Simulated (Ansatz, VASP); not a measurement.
MgS: VASP beside Ansatz

POSCAR

```
MgS
1.0
    0.0000000000      2.8022801697      2.8022801697
    2.8022801697      0.0000000000      2.8022801697
    2.8022801697      2.8022801697      0.0000000000
Mg S
1 1
Direct
    0.0000000000      0.0000000000      0.0000000000
    0.2500000000      0.2500000000      0.2500000000
```

INCAR.step1

```
PREC = Accurate
ENCUT = 520
ISMEAR = 0
SIGMA = 0.01
LREAL = F
LASPH = T
NELM = 80
NBANDS = 11
GGA = PE
ALGO = Normal
EDIFF = 1E-4
LWAVE = T
LCHARG = F
```

INCAR.step2

```
PREC = Accurate
ENCUT = 520
EDIFF = 1E-7
ISMEAR = 0
SIGMA = 0.01
LREAL = F
LASPH = T
NELM = 80
ALGO = Normal
ISIF = 2
LWAVE = F
LCHARG = F
METAGGA = R2SCAN
LMIXTAU = T
NBANDS = 11
ISTART = 1
```

The input KPOINTS:

```
regular mesh
0
Gamma
  6 6 6
```

Input for Ansatz:

```yaml
crystal:
  lattice:
    - [0.0, 2.8022801697, 2.8022801697]
    - [2.8022801697, 0.0, 2.8022801697]
    - [2.8022801697, 2.8022801697, 0.0]
  atoms:
    - { symbol: Mg, position: [0.0, 0.0, 0.0] }
    - { symbol: S, position: [0.25, 0.25, 0.25] }
kpoints:
  mp_grid: { grid: [6, 6, 6] }
hamiltonian:
  xc: r2scan
scf:
  occupations: { method: fixed }
  n_extra_bands: 4
output:
  forces: true
  stress: true
  eigenvalues: true
```

Alike in both runs: task single point; functional r2SCAN; k mesh 6 × 6 × 6; no spin polarisation.

|  | VASP | Ansatz |
| --- | --- | --- |
| version | VASP 6.6.1 | Ansatz 0.2.0 |
| potentials or method | VASP PAW PBE potentials, release 64 (Mg, S) | plane waves, PAW |
| plane-wave cutoff (eV) | 520 | 500 |
| occupations | gaussian, width 0.01 eV | fixed |
| valence electrons in the cell | 8 | 16 |

|  | VASP | Ansatz | Ansatz less VASP |
| --- | --- | --- | --- |
| gap on the k mesh at the Fermi level (eV) | 4.29 | 4.30 | +0.002 |
| pressure (GPa) | 1.7 | 2.0 | +0.28 |

VASP's potentials were made for PBE, not for r2SCAN. VASP's potentials hold 8 valence electrons a cell and Ansatz's 16, so a difference there can come from the potentials and not from the codes.
